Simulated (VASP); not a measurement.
# Hf (I4/mmm) in VASP: further runs

The runs below take Hf through single point, with PBEsol.

Everything below comes from runs of VASP 6.6.1. Logs are shortened: lines on timing, memory, paths and dates and some standing lists are left out, and cuts for length are marked.

## Step 1: The cell of the first run

Symmetry: I4/mmm, No. 139, tetragonal system. The conventional cell has a = 3.397 Å, b = 3.397 Å, c = 4.077 Å, α = 90.00°, β = 90.00°, γ = 90.00°. Within 4.1 Å of Hf (site symmetry 4/mmm) lie 14 Hf at 3.15 to 4.08 Å.

## Step 2: Single point, PBEsol

File INCAR:

```
SYSTEM = Hf
PREC     = Accurate       ! precision mode
ENCUT    = 520            ! plane-wave cutoff, eV
EDIFF    = 1E-7           ! SCF threshold, eV
ISMEAR   = 0              ! smearing method
SIGMA    = 0.15           ! smearing width, eV
LREAL    = .FALSE.        ! projectors in reciprocal space
LASPH    = .TRUE.         ! aspherical terms in the spheres
NELM     = 60             ! most SCF steps
ALGO     = Fast           ! electronic algorithm
ISIF     = 2              ! what is computed and relaxed
LWAVE    = .FALSE.        ! write WAVECAR
LCHARG   = .FALSE.        ! write CHGCAR
GGA      = PS             ! functional
NBANDS   = 11             ! bands
```

File KPOINTS:

```
regular mesh
0
G
  20 20 20
  0 0 0
```

File POSCAR:

```
Hf
1.0
   -1.6985700321      1.6985700321      2.0382840386
    1.6985700321     -1.6985700321      2.0382840386
    1.6985700321      1.6985700321     -2.0382840386
Hf
1
Direct
    0.0000000000      0.0000000000      0.0000000000
```

Potentials or basis: VASP PAW PBE potentials, release 64 (Hf_pv).

Command:

```
$ cat potpaw_PBE.64/Hf_pv/POTCAR > POTCAR
$ mpirun -np 1 vasp_std > vasp.out
```

OUTCAR:

```text
SYSTEM = Hf
   PREC = Accurate
   ENCUT = 520
   EDIFF = 1E-7
   ISMEAR = 0
   LREAL = .FALSE.
   LASPH = .TRUE.
   NELM = 60
   ISIF = 2
   GGA = PS

 ion  position               nearest neighbor table
   1  0.000  0.000  0.000-

  LATTYP: Found a body centered tetragonal cell.
 ALAT       =     3.3971400642
 C/A-ratio  =     1.2000000000

  Lattice vectors:

 A1 = (  -1.6985700321,   1.6985700321,   2.0382840386)
 A2 = (   1.6985700321,  -1.6985700321,   2.0382840386)
 A3 = (   1.6985700321,   1.6985700321,  -2.0382840386)

Analysis of symmetry for initial positions (statically):
=====================================================================
 Subroutine PRICEL returns:
 Original cell was already a primitive cell.

 Routine SETGRP: Setting up the symmetry group for a
 body centered tetragonal supercell.

 Subroutine GETGRP returns: Found 16 space group operations
 (whereof 16 operations were pure point group operations)
 out of a pool of 16 trial point group operations.

The static configuration has the point symmetry D_4h.

Analysis of symmetry for dynamics (positions and initial velocities):
=====================================================================
 Subroutine PRICEL returns:
 Original cell was already a primitive cell.

 Routine SETGRP: Setting up the symmetry group for a
 body centered tetragonal supercell.

 Subroutine GETGRP returns: Found 16 space group operations
 (whereof 16 operations were pure point group operations)
 out of a pool of 16 trial point group operations.

The dynamic configuration has the point symmetry D_4h.

 Subroutine INISYM returns: Found 16 space group operations
 (whereof 16 operations are pure point group operations),
 and found     1 'primitive' translations

----------------------------------------------------------------------------------------

                                     Primitive cell

  volume of cell :      23.5229

  direct lattice vectors                    reciprocal lattice vectors
    -1.698570032  1.698570032  2.038284039     0.000000000  0.294365255  0.245304379
     1.698570032 -1.698570032  2.038284039     0.294365255  0.000000000  0.245304379
     1.698570032  1.698570032 -2.038284039     0.294365255  0.294365255  0.000000000

  length of vectors
     3.150378093  3.150378093  3.150378093     0.383177689  0.383177689  0.416295335

  position of ions in fractional coordinates (direct lattice)
     0.000000000  0.000000000  0.000000000

  ion indices of the primitive-cell ions
[... 75 lines left out ...]
   LREAL  =      F    real-space projection
   EDIFFG = 0.1E-05   stopping-criterion for IOM
   NSW    =      0    number of steps for IOM
   IBRION =     -1    ionic relax: 0-MD 1-quasi-New 2-CG
   NFREE  =      0    steps in history (QN), initial steepest desc. (CG)
   ISIF   =      2    stress and relaxation
   ISYM   =      2    0-nonsym 1-usesym 2-fastsym
   POTIM  = 0.5000    time-step for ionic-motion
   TEBEG  =    0.0;   TEEND  =   0.0 temperature during run
   PSTRESS=    0.0 pullay stress
   NELECT =      10.0000    total number of electrons
   NUPDOWN=      -1.0000    fix difference up-down
   EMIN   =  10.00;   EMAX   =-10.00  energy-range for DOS
   EFERMI =   0.00;   METHOD = LEGACY
   ISMEAR =     0;   SIGMA  =   0.15  broadening in eV -4-tet -1-fermi 0-gaus
   EFERMI_NEDOS =   21; number of points for ismear=-14 and -15
   IALGO  =     68    algorithm
   IMIX   =      4    mixing-type and parameters
     AMIX     =   0.40;   BMIX     =  1.00
     AMIX_MAG =   1.60;   BMIX_MAG =  1.00
  volume/ion in A,a.u.               =      23.52       158.74
  Fermi-wavevector in a.u.,A,eV,Ry     =   1.230961  2.326179 20.616432  1.515265
  Thomas-Fermi vector in A             =   2.365789
   LORBIT       =      0    0 simple, 1 ext, 2 COOP (PROOUT), +10 PAW based schemes
   GGA     = PS    functional components
   LHFCALC =     F    Hartree Fock is set to
   AEXX    =    0.0000 exact exchange contribution
   IVDW    =     0    specifies the selected vdW correction
   LEPSILON=     F    determine dielectric tensor
   LRPA    =     F    only Hartree local field effects (RPA)
 non-spin polarized calculation
 RMM-DIIS sequential band-by-band and
 Gauss-broadening in eV      SIGMA  =   0.15
  energy-cutoff  :      520.00
  volume of cell :       23.52
 maximum number of plane-waves:       647
   NGX = 11   NGY = 11   NGZ = 11

 number of electron      10.0000000 magnetization

 Free energy of the ion-electron system (eV)
  ---------------------------------------------------
  ext. energy  EPLUGINS =         0.00000000
  ---------------------------------------------------
  free energy    TOTEN  =       -10.33245827 eV

  energy without entropy =      -10.31017369  energy(sigma->0) =      -10.32131598

 E-fermi :   4.1871     XC(G=0): -11.1665

 val. band max:        4.1848140140   @ k =  -0.2000   0.3000   0.1500
 cond. band min:       4.1882510062   @ k =  -0.4000  -0.4500   0.1000
 fundamental gap:      0.0034369922
 Fermi energy:         4.1871143220

 k-point     1 :       0.0000    0.0000    0.0000
  band No.  band energies     occupation
      1     -25.9166      2.00000
      2     -25.9166      2.00000
      3     -25.9132      2.00000
      4      -2.7939      2.00000
      5       5.2635      0.00000
      6       5.2635      0.00000
      7       6.8292      0.00000
      8       6.9040      0.00000
      9       8.9028      0.00000
     10      15.8240      0.00000
     11      18.2790      0.00000
[... 309 lines left out ...]
 k-point    24 :      -0.3500    0.0500    0.0000
  band No.  band energies     occupation
      1     -26.4358      2.00000
      2     -26.0438      2.00000
      3     -25.9407      2.00000
      4       0.0090      2.00000
      5       4.1953      0.93814
      6       4.7779      0.00000
      7       6.7596      0.00000
      8       8.7693      0.00000
      9       9.1052      0.00000
     10      14.8499      0.00000
     11      16.7191      0.00000

 [... further k-points ...]
[... 5 lines left out ...]
  --------------------------------------------------------------------------------------
  -------------------------------------------------------------------------------------
  Total       -1.5164984     -1.5164984     -0.7531011      0.0000000      0.0000000      0.0000000
  in kB     -103.2906277   -103.2906277    -51.2946748      0.0000000      0.0000000      0.0000000
  external PRESSURE =     -85.9586434 kB  Pullay stress =       0.0000000 kB

 VOLUME and BASIS-vectors are now :
 -----------------------------------------------------------------------------
  energy-cutoff  :      520.00
  volume of cell :       23.52
      direct lattice vectors                 reciprocal lattice vectors
    -1.698570032  1.698570032  2.038284039     0.000000000  0.294365255  0.245304379
     1.698570032 -1.698570032  2.038284039     0.294365255  0.000000000  0.245304379
     1.698570032  1.698570032 -2.038284039     0.294365255  0.294365255  0.000000000

 POSITION                                       TOTAL-FORCE (eV/Angst)
 -----------------------------------------------------------------------------------
      0.00000      0.00000      0.00000         0.000000      0.000000      0.000000
 -----------------------------------------------------------------------------------
    total drift:                                0.000000      0.000000     -0.000000

  FREE ENERGIE OF THE ION-ELECTRON SYSTEM (eV)
  ---------------------------------------------------
  free  energy   TOTEN  =       -10.3324582677 eV

  energy  without entropy=      -10.3101736863  energy(sigma->0) =      -10.32131598
```

OSZICAR:

```text
N       E                     dE             d eps       ncg     rms          rms(c)
DAV:   1     0.121308504681E+02    0.12131E+02   -0.56819E+03 14158   0.834E+02
DAV:   2    -0.102926028997E+02   -0.22423E+02   -0.21738E+02 17608   0.153E+02
DAV:   3    -0.107520858078E+02   -0.45948E+00   -0.45462E+00 17874   0.150E+01
DAV:   4    -0.107540798920E+02   -0.19941E-02   -0.19937E-02 16098   0.119E+00
DAV:   5    -0.107540921797E+02   -0.12288E-04   -0.12287E-04 18055   0.818E-02    0.450E+01
RMM:   6    -0.104372381195E+02    0.31685E+00   -0.21072E-01 14347   0.297E+00    0.258E+01
RMM:   7    -0.103366017624E+02    0.10064E+00   -0.39665E-01 15868   0.419E+00    0.120E+00
RMM:   8    -0.103322095785E+02    0.43922E-02   -0.27208E-02 15447   0.133E+00    0.544E-01
RMM:   9    -0.103324245037E+02   -0.21493E-03   -0.33260E-03 18729   0.474E-01    0.123E-01
RMM:  10    -0.103324687132E+02   -0.44210E-04   -0.53740E-04 19811   0.183E-01    0.104E-01
RMM:  11    -0.103324628480E+02    0.58653E-05   -0.87210E-05 17161   0.815E-02    0.121E-01
RMM:  12    -0.103324576125E+02    0.52355E-05   -0.24834E-05 17789   0.392E-02    0.833E-03
RMM:  13    -0.103324580131E+02   -0.40061E-06   -0.40168E-06 20369   0.156E-02    0.482E-03
RMM:  14    -0.103324585364E+02   -0.52328E-06   -0.90381E-07 17325   0.701E-03    0.144E-02
RMM:  15    -0.103324583212E+02    0.21520E-06   -0.20685E-07 14644   0.325E-03    0.430E-03
RMM:  16    -0.103324582677E+02    0.53442E-07   -0.48124E-08 12361   0.160E-03
   1 F= -.10332458E+02 E0= -.10321316E+02  d E =-.222846E-01
```

Wall time 93 s (1 thread of AMD EPYC 9R45 (Zen 5), shared host); peak memory 0.24 GiB.

Results:

- Free energy: -10.3325 eV
- Pressure: -8.6 GPa
- Band gap on the k mesh: zero (bands 5 and 6 overlap by 1.90 eV)

Stress tensor (GPa, compression positive):
```
-10.33   0.00   0.00
  0.00 -10.33   0.00
  0.00   0.00  -5.13
```

Levels at points of the mesh, in eV from the Fermi level:
| k point | band 1 | band 2 | band 3 | band 4 | band 5 | band 6 | band 7 | band 8 | band 9 | band 10 |
| --- | --- | --- | --- | --- | --- | --- | --- | --- | --- | --- |
| (0.00, 0.00, 0.00) | -30.10 | -30.10 | -30.10 | -6.98 | 1.08 | 1.08 | 2.64 | 2.72 | 4.72 | 11.64 |
| (0.50, 0.00, 0.00) | -30.80 | -30.27 | -30.12 | -3.42 | 0.27 | 0.58 | 2.36 | 5.28 | 6.61 | 9.01 |
| (0.50, 0.50, 0.00) | -30.76 | -30.37 | -30.20 | -3.15 | -1.54 | 1.57 | 5.35 | 5.66 | 7.15 | 9.66 |
| (0.50, 0.50, 0.50) | -30.72 | -30.48 | -30.48 | -2.73 | -2.18 | 4.22 | 6.00 | 6.51 | 6.51 | 8.16 |

Caveat: the cell stands under tension; the PAW data sets were made with another functional, which shifts forces and pressure a little; spin-orbit coupling is left out, which moves the levels of the heavy elements.

## Step 3: Single point, PBEsol

File INCAR:

```
SYSTEM = Hf
  PREC = Accurate
  ENCUT = 520
  EDIFF = 1E-6
  ISMEAR = 0
  SIGMA = 0.15
  LREAL = .False.
  LASPH = .True.
  NELM = 100
  ALGO = Fast
  ISIF = 2
  LWAVE = .False.
  LCHARG = .False.
  GGA = PS
  NBANDS = 11
```

File KPOINTS:

```
Automatic mesh
0
Gamma
  20 20 20
  0 0 0
```

File POSCAR:

```
Hf
1.0
   -1.9608558672      1.9608558672      1.5294675764
    1.9608558672     -1.9608558672      1.5294675764
    1.9608558672      1.9608558672     -1.5294675764
Hf
1
Direct
    0.0000000000      0.0000000000      0.0000000000
```

Potentials or basis: VASP PAW PBE potentials, release 64 (Hf_pv).

Command:

```
$ cat potpaw_PBE.64/Hf_pv/POTCAR > POTCAR
$ mpirun -np 1 vasp_std > vasp.out
```

Wall time 74 s (1 thread of AMD EPYC 9R45 (Zen 5), shared host); peak memory 0.25 GiB.

Results (log left out):

```
Free energy            : -10.2901 eV
Pressure               : -8.7 GPa
Band gap on the k mesh : zero (bands 5 and 6 overlap by 1.50 eV)
```

Stress tensor (GPa, compression positive):
```
-10.56   0.00   0.00
  0.00 -10.56   0.00
  0.00   0.00  -5.10
```

Levels at points of the mesh, in eV from the Fermi level:
```tsv
k point	band 2	band 3	band 4	band 5	band 6	band 7	band 8	band 9
(0.00, 0.00, 0.00)	-30.05	-29.92	-6.94	-0.07	1.74	2.90	2.90	5.43
(0.50, 0.00, 0.00)	-30.25	-30.14	-3.09	-1.16	1.61	3.64	6.60	6.73
(0.50, 0.50, 0.00)	-30.05	-30.00	-3.67	0.02	1.59	1.84	3.72	6.88
(0.50, 0.50, 0.50)	-30.58	-30.18	-2.64	-2.35	5.00	5.00	6.37	6.37
```

Caveat: the cell stands under tension; the PAW data sets were made with another functional, which shifts forces and pressure a little; spin-orbit coupling is left out, which moves the levels of the heavy elements.
